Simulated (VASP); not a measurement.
# S (P6/mmm) in VASP: further runs, part 2 of 2

VASP 6.6.1. Earlier steps stand in the parts before.

### Step 3. Single point, PBE (28.25 Å³/atom)

This run uses another cell than the first one, of 28.25 Å³/atom.

Input file POSCAR:

```
S
1.0
    6.7708042205      0.0000000000      0.0000000000
   -3.3854021103      5.8636884590      0.0000000000
    0.0000000000      0.0000000000      2.1345601296
S
3
Direct
    0.0000000000      0.0000000000      0.0000000000
    0.3333333333      0.6666666667      0.5000000000
    0.6666666667      0.3333333333      0.5000000000
```

Input file INCAR.step1:

```
PREC = Accurate ; ENCUT = 520
EDIFF = 1E-6 ; ISMEAR = -1
SIGMA = 0.1 ; LREAL = F
LASPH = T ; NELM = 60
ALGO = Normal ; ISIF = 2
LWAVE = F ; LCHARG = T
GGA = PE ; NBANDS = 16
```

Input file KPOINTS.step1:

```
Automatic mesh
0
Gamma
  8 8 11
```

Input file INCAR.step2:

```
PREC = Accurate ; ENCUT = 520
EDIFF = 1E-6 ; ISMEAR = -5
SIGMA = 0.1 ; LREAL = F
LASPH = T ; NELM = 60
ALGO = Normal ; ISIF = 2
LWAVE = F ; LCHARG = F
GGA = PE ; LORBIT = 11
NBANDS = 16 ; NEDOS = 2001
ICHARG = 11
```

Input file KPOINTS.step2:

```
Automatic mesh
0
Gamma
  12 12 17
```

Potentials or basis: VASP PAW PBE potentials, release 64 (S).

Started as:

```console
$ cat potpaw_PBE.64/S/POTCAR > POTCAR
$ cp INCAR.step1 INCAR
$ cp KPOINTS.step1 KPOINTS
$ mpirun -np 1 vasp_std > vasp.out
$ cp INCAR.step2 INCAR
$ cp KPOINTS.step2 KPOINTS
$ mpirun -np 1 vasp_std > vasp.out
```

OUTCAR:

```text
PREC = Accurate
   ENCUT = 520
   EDIFF = 1E-6
   ISMEAR = -5
   LREAL = F
   LASPH = T
   NELM = 60
   ISIF = 2
   GGA = PE
   LORBIT = 11
   ICHARG = 11

 ion  position               nearest neighbor table
   1  0.000  0.000  0.000-
   2  0.333  0.667  0.500-
   3  0.667  0.333  0.500-

  LATTYP: Found a hexagonal cell.
 ALAT       =     6.7708042205
 C/A-ratio  =     0.3152594670

  Lattice vectors:

 A1 = (   6.7708042205,   0.0000000000,   0.0000000000)
 A2 = (  -3.3854021103,   5.8636884590,   0.0000000000)
 A3 = (   0.0000000000,   0.0000000000,   2.1345601296)

Analysis of symmetry for initial positions (statically):
=====================================================================
 Subroutine PRICEL returns:
 Original cell was already a primitive cell.

 Routine SETGRP: Setting up the symmetry group for a
 hexagonal supercell.

 Subroutine GETGRP returns: Found 24 space group operations
 (whereof 24 operations were pure point group operations)
 out of a pool of 24 trial point group operations.

The static configuration has the point symmetry D_6h.

Analysis of symmetry for dynamics (positions and initial velocities):
=====================================================================
 Subroutine PRICEL returns:
 Original cell was already a primitive cell.

 Routine SETGRP: Setting up the symmetry group for a
 hexagonal supercell.

 Subroutine GETGRP returns: Found 24 space group operations
 (whereof 24 operations were pure point group operations)
 out of a pool of 24 trial point group operations.

The dynamic configuration has the point symmetry D_6h.

 Subroutine INISYM returns: Found 24 space group operations
 (whereof 24 operations are pure point group operations),
 and found     1 'primitive' translations

----------------------------------------------------------------------------------------

                                     Primitive cell

  volume of cell :      84.7461

  direct lattice vectors                    reciprocal lattice vectors
     6.770804220  0.000000000  0.000000000     0.147692943  0.085270560  0.000000000
    -3.385402110  5.863688459  0.000000000     0.000000000  0.170541120  0.000000000
     0.000000000  0.000000000  2.134560130     0.000000000  0.000000000  0.468480595

  length of vectors
     6.770804220  6.770804221  2.134560130     0.170541120  0.170541120  0.468480595

  position of ions in fractional coordinates (direct lattice)
     0.000000000  0.000000000  0.000000000
     0.333333333  0.666666667  0.500000000
     0.666666667  0.333333333  0.500000000

  ion indices of the primitive-cell ions
   primitive index   ion index
                 1           1
                 2           2
                 3           3

----------------------------------------------------------------------------------------

 KPOINTS: Automatic mesh
[... 26 lines left out ...]
            Coordinates               Weight
  0.000000  0.000000  0.000000      1.000000
  0.083333  0.000000  0.000000      6.000000
  0.166667  0.000000  0.000000      6.000000
  0.250000 -0.000000  0.000000      6.000000
  0.333333  0.000000  0.000000      6.000000
  0.416667  0.000000  0.000000      6.000000
[... 16 lines left out ...]
  0.250000 -0.000000  0.058824     12.000000
  0.333333  0.000000  0.058824     12.000000
 [... further k-points ...]
   k-points           NKPTS =    171   k-points in BZ     NKDIM =    171   number of bands    NBANDS=     16
   number of dos      NEDOS =   2001   number of ions     NIONS =      3
   total plane-waves  NPLWV =  40000
   dimension x,y,z NGX =    50 NGY =   50 NGZ =   16
   dimension x,y,z NGXF=   100 NGYF=  100 NGZF=   32
   ions per type =               3
   NGX,Y,Z   is equivalent  to a cutoff of  12.28, 12.28, 12.46 a.u.
   NGXF,Y,Z  is equivalent  to a cutoff of  24.55, 24.55, 24.92 a.u.
 SYSTEM =  unknown system
   PREC   = accura    normal or accurate (medium, high low for compatibility)
   ISTART =      0    job   : 0-new  1-cont  2-samecut
   ICHARG =     11    charge: 1-file 2-atom 10-const
   ISPIN  =      1    spin polarized calculation?
   LNONCOLLINEAR =      F non collinear calculations
   LSORBIT =      F    spin-orbit coupling
   LASPH  =      T    aspherical Exc in radial PAW
   ENCUT  =  520.0 eV  38.22 Ry    6.18 a.u.  12.59 12.59  3.97*2*pi/ulx,y,z
   NELM   =     60;   NELMIN=  2; NELMDL=  0     # of ELM steps
   EDIFF  = 0.1E-05   stopping-criterion for ELM
   LREAL  =      F    real-space projection
   EDIFFG = 0.1E-04   stopping-criterion for IOM
   NSW    =      0    number of steps for IOM
   IBRION =     -1    ionic relax: 0-MD 1-quasi-New 2-CG
   NFREE  =      0    steps in history (QN), initial steepest desc. (CG)
   ISIF   =      2    stress and relaxation
   ISYM   =      2    0-nonsym 1-usesym 2-fastsym
   POTIM  = 0.5000    time-step for ionic-motion
   TEBEG  =    0.0;   TEEND  =   0.0 temperature during run
   PSTRESS=    0.0 pullay stress
   NELECT =      18.0000    total number of electrons
   NUPDOWN=      -1.0000    fix difference up-down
   EMIN   =  10.00;   EMAX   =-10.00  energy-range for DOS
   EFERMI =   0.00;   METHOD = LEGACY
   ISMEAR =    -5;   SIGMA  =   0.10  broadening in eV -4-tet -1-fermi 0-gaus
   EFERMI_NEDOS =   21; number of points for ismear=-14 and -15
   IALGO  =     38    algorithm
   IMIX   =      4    mixing-type and parameters
     AMIX     =   0.40;   BMIX     =  1.00
     AMIX_MAG =   1.60;   BMIX_MAG =  1.00
  volume/ion in A,a.u.               =      28.25       190.63
  Fermi-wavevector in a.u.,A,eV,Ry     =   0.976770  1.845828 12.981052  0.954080
  Thomas-Fermi vector in A             =   2.107415
   LORBIT       =     11    0 simple, 1 ext, 2 COOP (PROOUT), +10 PAW based schemes
   GGA     = PE    functional components
   LHFCALC =     F    Hartree Fock is set to
   AEXX    =    0.0000 exact exchange contribution
   IVDW    =     0    specifies the selected vdW correction
   LEPSILON=     F    determine dielectric tensor
   LRPA    =     F    only Hartree local field effects (RPA)
 non-spin polarized calculation
 Fermi weights with tetrahedron method with Bloechl corrections
  energy-cutoff  :      520.00
  volume of cell :       84.75
 maximum number of plane-waves:      2318

 number of electron      18.0000001 magnetization

 Free energy of the ion-electron system (eV)
  ---------------------------------------------------
  ext. energy  EPLUGINS =         0.00000000
  ---------------------------------------------------
  free energy    TOTEN  =       -10.32012876 eV

  energy without entropy =      -10.32012876  energy(sigma->0) =      -10.32012876

 E-fermi :   1.4340     XC(G=0):  -7.9452

 val. band max:        1.4396674513   @ k =   0.0833   0.0000   0.4118
 cond. band min:       1.4443822087   @ k =   0.3333   0.0000   0.4118
 fundamental gap:      0.0047147574
 Fermi energy:         1.4340057712

 k-point     1 :       0.0000    0.0000    0.0000
  band No.  band energies     occupation
      1     -14.0479      2.00000
      2     -13.7577      2.00000
      3     -13.7485      2.00000
      4      -2.7164      2.00000
      5      -2.7164      2.00000
      6      -2.7054      2.00000
[... 433 lines left out ...]
      3     -13.6743      2.00000
      4      -3.0487      2.00000
      5      -2.7463      2.00000
      6      -1.9711      2.00000
[... 8 lines left out ...]
     15      10.0267      0.00000
     16      10.3873      0.00000

 [... further k-points ...]

------------------------ aborting loop because EDIFF is reached ----------------------------------------

  FORCE on cell =-STRESS in cart. coord.  units (eV):
  Direction    XX          YY          ZZ          XY          YZ          ZX
  --------------------------------------------------------------------------------------
  -------------------------------------------------------------------------------------
  Total       -0.9892118     -0.9892118     -2.0817151      0.0000000      0.0000000     -0.0000000
  in kB      -18.7016682    -18.7016682    -39.3561262      0.0000000      0.0000000     -0.0000000
  external PRESSURE =     -25.5864875 kB  Pullay stress =       0.0000000 kB

 VOLUME and BASIS-vectors are now :
 -----------------------------------------------------------------------------
  energy-cutoff  :      520.00
  volume of cell :       84.75
      direct lattice vectors                 reciprocal lattice vectors
     6.770804220  0.000000000  0.000000000     0.147692943  0.085270560  0.000000000
    -3.385402110  5.863688459  0.000000000     0.000000000  0.170541120  0.000000000
     0.000000000  0.000000000  2.134560130     0.000000000  0.000000000  0.468480595

 POSITION                                       TOTAL-FORCE (eV/Angst)
 -----------------------------------------------------------------------------------
      0.00000      0.00000      0.00000        -0.000000      0.000000      0.000000
     -0.00000      3.90913      1.06728         0.000000      0.000000      0.000000
      3.38540      1.95456      1.06728        -0.000000      0.000000      0.000000
 -----------------------------------------------------------------------------------
    total drift:                                0.000000     -0.000000      0.000000

  FREE ENERGIE OF THE ION-ELECTRON SYSTEM (eV)
  ---------------------------------------------------
  free  energy   TOTEN  =       -10.3201287635 eV

  energy  without entropy=      -10.3201287635  energy(sigma->0) =      -10.32012876

 total charge

# of ion       s       p       d       tot
------------------------------------------
    1        1.404   2.148   0.000   3.552
    2        1.403   2.152   0.000   3.555
    3        1.403   2.152   0.000   3.555
--------------------------------------------------
tot          4.210   6.451   0.000  10.661
```

Wall time 87 s (1 thread of Intel Xeon 6975P-C (Granite Rapids), shared host); peak memory 0.29 GiB.

Results:

```yaml
Valence_electrons_inside_the_program's_atomic_spheres: S 3.55, 3.56 (each value once)
```

Levels at points of the mesh, in eV from the Fermi level:
| k point | band 7 | band 8 | band 9 | band 10 | band 11 | band 12 |
| --- | --- | --- | --- | --- | --- | --- |
| (0.00, 0.00, 0.00) | -4.14 | -2.83 | -2.83 | 3.86 | 7.99 | 7.99 |
| (0.50, 0.00, 0.00) | -3.23 | -3.21 | -3.20 | 5.27 | 6.01 | 6.01 |

Caveat: tetrahedron occupations give inexact forces and stress in metals.
